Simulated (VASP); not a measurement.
# TiAl (P4/mmm) in VASP: further runs, part 2 of 2

VASP 6.6.1. The steps go on from the part before.

## Step 3: Single point, PBEsol (16.14 Å³/atom)

The input, INCAR:

```
PREC = Accurate ; ENCUT = 520
EDIFF = 1E-6 ; ISMEAR = 0
SIGMA = 0.15 ; LREAL = F
LASPH = T ; NELM = 80
ALGO = Fast ; ISIF = 2
LWAVE = F ; LCHARG = T
GGA = PS ; LELF = T
LVHAR = T ; NBANDS = 14
```

The input, KPOINTS:

```
Automatic mesh
0
Gamma
  16 16 16
```

The input, POSCAR:

```
TiAl
1.0
    3.0396811467      0.0000000000      0.0000000000
    0.0000000000      3.0396811467      0.0000000000
    0.0000000000      0.0000000000      3.4932015738
Ti Al
1 1
Direct
    0.0000000000      0.0000000000      0.0000000000
    0.5000000000      0.5000000000      0.5000000000
```

Potentials or basis: VASP PAW PBE potentials, release 64 (Ti_sv, Al).

On the command line:

```console
> cat potpaw_PBE.64/Ti_sv/POTCAR potpaw_PBE.64/Al/POTCAR > POTCAR
> mpirun -np 1 vasp_std > vasp.out
```

OUTCAR:

```text
PREC = Accurate
   ENCUT = 520
   EDIFF = 1E-6
   ISMEAR = 0
   LREAL = F
   LASPH = T
   NELM = 80
   ISIF = 2
   GGA = PS

 ion  position               nearest neighbor table
   1  0.000  0.000  0.000-   2 2.77   2 2.77   2 2.77   2 2.77   2 2.77   2 2.77   2 2.77   2 2.77

   2  0.500  0.500  0.500-   1 2.77   1 2.77   1 2.77   1 2.77   1 2.77   1 2.77   1 2.77   1 2.77

  LATTYP: Found a simple tetragonal cell.
 ALAT       =     3.0396811467
 C/A-ratio  =     1.1492000000

  Lattice vectors:

 A1 = (   3.0396811467,   0.0000000000,   0.0000000000)
 A2 = (   0.0000000000,   3.0396811467,   0.0000000000)
 A3 = (   0.0000000000,   0.0000000000,   3.4932015738)

Analysis of symmetry for initial positions (statically):
=====================================================================
 Subroutine PRICEL returns:
 Original cell was already a primitive cell.

 Routine SETGRP: Setting up the symmetry group for a
 simple tetragonal supercell.

 Subroutine GETGRP returns: Found 16 space group operations
 (whereof 16 operations were pure point group operations)
 out of a pool of 16 trial point group operations.

The static configuration has the point symmetry D_4h.

Analysis of symmetry for dynamics (positions and initial velocities):
=====================================================================
 Subroutine PRICEL returns:
 Original cell was already a primitive cell.

 Routine SETGRP: Setting up the symmetry group for a
 simple tetragonal supercell.

 Subroutine GETGRP returns: Found 16 space group operations
 (whereof 16 operations were pure point group operations)
 out of a pool of 16 trial point group operations.

The dynamic configuration has the point symmetry D_4h.

 Subroutine INISYM returns: Found 16 space group operations
 (whereof 16 operations are pure point group operations),
 and found     1 'primitive' translations

----------------------------------------------------------------------------------------

[... 123 lines left out ...]
 non-spin polarized calculation
 RMM-DIIS sequential band-by-band and
 Gauss-broadening in eV      SIGMA  =   0.15
  energy-cutoff  :      520.00
  volume of cell :       32.28
 maximum number of plane-waves:       883
 NGX is ok and might be reduce to    24
   NGX = 11   NGY = 11   NGZ = 13

 number of electron      15.0000002 magnetization

 Free energy of the ion-electron system (eV)
  ---------------------------------------------------
  ext. energy  EPLUGINS =         0.00000000
  ---------------------------------------------------
  free energy    TOTEN  =       -13.06607871 eV

  energy without entropy =      -13.03787758  energy(sigma->0) =      -13.05197815

 E-fermi :   8.4950     XC(G=0): -11.1661

 val. band max:        8.4929830149   @ k =   0.2500   0.1250   0.3750
 cond. band min:       8.4982230407   @ k =   0.2500   0.0625   0.1250
 fundamental gap:      0.0052400258
 Fermi energy:         8.4949779809

 k-point     1 :       0.0000    0.0000    0.0000
  band No.  band energies     occupation
      1     -48.0457      2.00000
      2     -24.4518      2.00000
      3     -24.2736      2.00000
      4     -24.2736      2.00000
      5      -0.6292      2.00000
      6       6.9633      2.00000
      7       7.3566      2.00000
      8      10.2749      0.00000
      9      10.2749      0.00000
     10      10.7547      0.00000
     11      10.8708      0.00000
     12      14.3341      0.00000
     13      14.3341      0.00000
     14      17.3920      0.00000
[... 377 lines left out ...]
      1     -48.0164      2.00000
      2     -24.5249      2.00000
      3     -24.4209      2.00000
      4     -24.2870      2.00000
      5       3.1937      2.00000
      6       3.8297      2.00000
      7       7.8879      2.00000
      8       8.3014      1.93196
      9       8.9309      0.00004
     10      10.1685      0.00000
     11      12.0723      0.00000
     12      15.1316      0.00000
     13      16.5527      0.00000
     14      17.4469      0.00000

 [... further k-points ...]

------------------------ aborting loop because EDIFF is reached ----------------------------------------

  FORCE on cell =-STRESS in cart. coord.  units (eV):
  Direction    XX          YY          ZZ          XY          YZ          ZX
  --------------------------------------------------------------------------------------
  -------------------------------------------------------------------------------------
  Total       -1.1390796     -1.1390796      0.6374002      0.0000000     -0.0000000      0.0000000
  in kB      -56.5437930    -56.5437930     31.6404789      0.0000000     -0.0000000      0.0000000
  external PRESSURE =     -27.1490357 kB  Pullay stress =       0.0000000 kB

 VOLUME and BASIS-vectors are now :
 -----------------------------------------------------------------------------
  energy-cutoff  :      520.00
  volume of cell :       32.28
      direct lattice vectors                 reciprocal lattice vectors
     3.039681147  0.000000000  0.000000000     0.328981874  0.000000000  0.000000000
     0.000000000  3.039681147  0.000000000     0.000000000  0.328981874  0.000000000
     0.000000000  0.000000000  3.493201574     0.000000000  0.000000000  0.286270339

 POSITION                                       TOTAL-FORCE (eV/Angst)
 -----------------------------------------------------------------------------------
      0.00000      0.00000      0.00000         0.000000      0.000000      0.000000
      1.51984      1.51984      1.74660         0.000000      0.000000      0.000000
 -----------------------------------------------------------------------------------
    total drift:                                0.000000      0.000000      0.000000

  FREE ENERGIE OF THE ION-ELECTRON SYSTEM (eV)
  ---------------------------------------------------
  free  energy   TOTEN  =       -13.0660787119 eV

  energy  without entropy=      -13.0378775849  energy(sigma->0) =      -13.05197815
```

stdout:

```text
POSCAR found type information on POSCAR TiAl
 POSCAR found :  2 types and       2 ions
 scaLAPACK will be used
 -----------------------------------------------------------------------------
|                                                                             |
|                                                                             |
|     You enforced a specific xc type in the INCAR file but a different       |
|     I HOPE YOU KNOW WHAT YOU ARE DOING!                                     |
|                                                                             |
 -----------------------------------------------------------------------------

 LDA part: xc-table for (Slater+PW92), standard interpolation
 POSCAR, INCAR and KPOINTS ok, starting setup
 FFT: planning ... GRIDC
 FFT: planning ... GRID_SOFT
 FFT: planning ... GRID
 WAVECAR not read
 entering main loop
WARNING in EDDRMM: call to ZHEGV failed, returncode =   8  4      6
WARNING in EDDRMM: call to ZHEGV failed, returncode =   6  3     10
WARNING in EDDRMM: call to ZHEGV failed, returncode =   8  4      8
WARNING in EDDRMM: call to ZHEGV failed, returncode =   6  3      5
WARNING in EDDRMM: call to ZHEGV failed, returncode =   6  3     14
WARNING in EDDRMM: call to ZHEGV failed, returncode =   8  4     14
WARNING in EDDRMM: call to ZHEGV failed, returncode =   6  3      5
WARNING in EDDRMM: call to ZHEGV failed, returncode =   6  3      5
WARNING in EDDRMM: call to ZHEGV failed, returncode =   6  3      7
WARNING in EDDRMM: call to ZHEGV failed, returncode =   6  3      7
```

Run time: 94 s. Hardware: 1 thread of Intel Xeon 6975P-C (Granite Rapids), shared host; peak memory 0.29 GiB.

What came out:

- Free energy: -13.0661 eV
- Pressure: -2.7 GPa
- Band gap on the k mesh: zero (an odd number of electrons rules out a gap without spin polarisation)

Caveat: the stress differs along the axes, from -6 to 3 GPa; the PAW data sets were made with another functional, which shifts forces and pressure a little.

## Step 4: Single point, PBEsol (16.14 Å³/atom)

The input, INCAR:

```
PREC = Accurate
ENCUT = 520
EDIFF = 1E-6
ISMEAR = 0
SIGMA = 0.15
LREAL = F
LASPH = T
NELM = 100
ALGO = Fast
ISIF = 2
LWAVE = F
LCHARG = F
GGA = PS
NBANDS = 14
```

The input, KPOINTS:

```
regular mesh
0
Gamma
  16 16 16
```

The input, POSCAR:

```
TiAl
1.0
    3.3349311781      0.0000000000      0.0000000000
    0.0000000000      3.3349311781      0.0000000000
    0.0000000000      0.0000000000      2.9020571112
Ti Al
1 1
Direct
    0.0000000000      0.0000000000      0.0000000000
    0.5000000000      0.5000000000      0.5000000000
```

On the command line:

```console
> cat potpaw_PBE.64/Ti_sv/POTCAR potpaw_PBE.64/Al/POTCAR > POTCAR
> mpirun -np 1 vasp_std > vasp.out
```

Wall time 2.5 min (1 thread of Intel Xeon 6975P-C (Granite Rapids), shared host); peak memory 0.3 GiB.

The run converged. Its results:

```yaml
Free_energy: -12.9961 eV
Pressure: -2.2 GPa
Band_gap_on_the_k_mesh: zero (an odd number of electrons rules out a gap without spin polarisation)
```

Stress tensor (GPa, compression positive):
```
-2.05  0.00  0.00
 0.00 -2.05  0.00
 0.00  0.00 -2.61
```

Levels at points of the mesh, in eV from the Fermi level:
```tsv
k point	band 4	band 5	band 6	band 7	band 8	band 9	band 10	band 11
(0.00, 0.00, 0.00)	-32.71	-9.17	-1.52	-1.26	1.39	2.20	2.20	3.26
(0.50, 0.00, 0.00)	-32.70	-6.36	-5.20	-0.64	-0.36	1.27	2.33	2.55
(0.50, 0.50, 0.00)	-32.69	-5.51	-2.45	-2.45	-1.62	1.54	1.54	2.43
(0.00, 0.00, 0.50)	-32.90	-4.97	-4.83	-0.23	-0.23	-0.19	1.81	4.06
(0.50, 0.00, 0.50)	-32.89	-4.54	-2.13	-1.29	-1.21	0.27	0.62	2.81
(0.50, 0.50, 0.50)	-32.99	-2.97	-2.93	-2.93	0.85	2.59	2.86	2.86
```

Caveat: the PAW data sets were made with another functional, which shifts forces and pressure a little.

## Step 5: Summary

```tsv
cell	further INCAR settings	gap on the mesh (eV)	pressure (GPa)
a = 2.771, b = 2.771, c = 4.205 Å, 2 atoms	ALGO = Fast; EDIFF = 1e-07; NBANDS = 14	none	-2.5
a = 3.040, b = 3.040, c = 3.493 Å, 2 atoms	ALGO = Fast; EDIFF = 1e-06; NBANDS = 14	none	-2.7
a = 3.335, b = 3.335, c = 2.902 Å, 2 atoms	ALGO = Fast; EDIFF = 1e-06; NBANDS = 14	none	-2.2
```

Alike in all rows: task single point; level PBEsol; potentials or basis VASP PAW PBE potentials, release 64 (Ti_sv, Al); no spin polarisation; k mesh 16 × 16 × 16; cutoff (eV) 520; smearing gaussian 0.15 eV.

Caveats: the PAW data sets were made with another functional, which shifts forces and pressure a little; the stress differs along the axes, from -6 to 3 GPa (at least some runs).

Total energies depend on the potentials used, so only differences within one code and one set of settings carry meaning.
